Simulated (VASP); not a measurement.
Set up this calculation in VASP 6.6.1, as the native input.

```yaml
Task: single point
Functional: RPBE
Potentials_or_basis: VASP PAW PBE potentials, release 64 (Zr_sv)
Cutoff: 520 eV
k_mesh: 13 × 13 × 7
Occupations: fermi-dirac, width 0.1 eV
Spin: no spin polarisation
Dipole_correction: no
Further_INCAR_settings: ALGO = Normal; EDIFF = 1e-07; NBANDS = 19
```

The structure of Zr lies in POSCAR:

```
Zr
1.0
   -1.8681242091      2.2754673095      1.6681705286
    2.2754673095     -1.8681242091      1.6681705286
    3.7723433647      3.7723433647     -0.9221208942
Zr
2
Direct
    0.0416033148      0.9583966852      1.0000000000
    0.7083966852      0.2916033148      0.5000000000
```

These files were run (other wordings do the same):

INCAR

```
SYSTEM = Zr
PREC = Accurate ; ENCUT = 520
EDIFF = 1E-7 ; ISMEAR = -1
SIGMA = 0.1 ; LREAL = .False.
LASPH = .True. ; NELM = 80
ALGO = Normal ; ISIF = 2
LWAVE = .False. ; LCHARG = .False.
GGA = RP ; NBANDS = 19
```

KPOINTS

```
regular mesh
0
Gamma
  13 13 7
  0 0 0
```

Potentials or basis: VASP PAW PBE potentials, release 64 (Zr_sv).

Run with:

```console
$ cat potpaw_PBE.64/Zr_sv/POTCAR > POTCAR
$ mpirun -np 1 vasp_std > vasp.out
```

Results of the run:

```
Pressure               : -8.3 GPa
Band gap on the k mesh : zero (bands 12 and 13 overlap by 1.12 eV)
```

Caveat: the cell stands under tension; the PAW data sets were made with another functional, which shifts forces and pressure a little.

Run time: 14 min on 1 thread of Intel Xeon 8259CL (shared host), peak memory 0.35 GiB.
